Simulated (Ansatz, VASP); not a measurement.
## Ge in VASP and in Ansatz

```xyz
4
Lattice="3.9976 0.0000 0.0000 -1.9988 3.4620 0.0000 0.0000 0.0000 6.5994" Properties=species:S:1:pos:R:3 pbc="T T T"
Ge    0.0000    2.3080    6.1843
Ge    1.9988    1.1540    2.8846
Ge    0.0000    2.3080    3.7148
Ge    1.9988    1.1540    0.4151
```

Alike in both runs: task single point; functional PBE; k mesh 8 × 8 × 4; occupations gaussian, width 0.015 eV; no spin polarisation.

|  | VASP | Ansatz |
| --- | --- | --- |
| version | VASP 6.6.1 | Ansatz 0.2.0 |
| potentials or method | VASP PAW PBE potentials, release 64 (Ge_d) | Ansatz PAW |
| plane-wave cutoff (eV) | 520 | 420 |
| valence electrons in the cell | 56 | 56 |

VASP gave:

* gap on the k mesh at the Fermi level (eV): 0.12
* least direct gap on the mesh (eV): 0.12
* pressure (GPa): 2.9
* traceless stress, the component that is largest in VASP (GPa): -0.15
* rms of the force components (eV/Å): 0.011

Question: Estimate Ansatz's values.

Answer: gap on the k mesh at the Fermi level (eV): 0.13; least direct gap on the mesh (eV): 0.13; pressure (GPa): 3.0; traceless stress, the component that is largest in VASP (GPa): -0.15; rms of the force components (eV/Å): 0.011.

Atom by atom the forces differ by 0.000 eV/Å (rms over components).
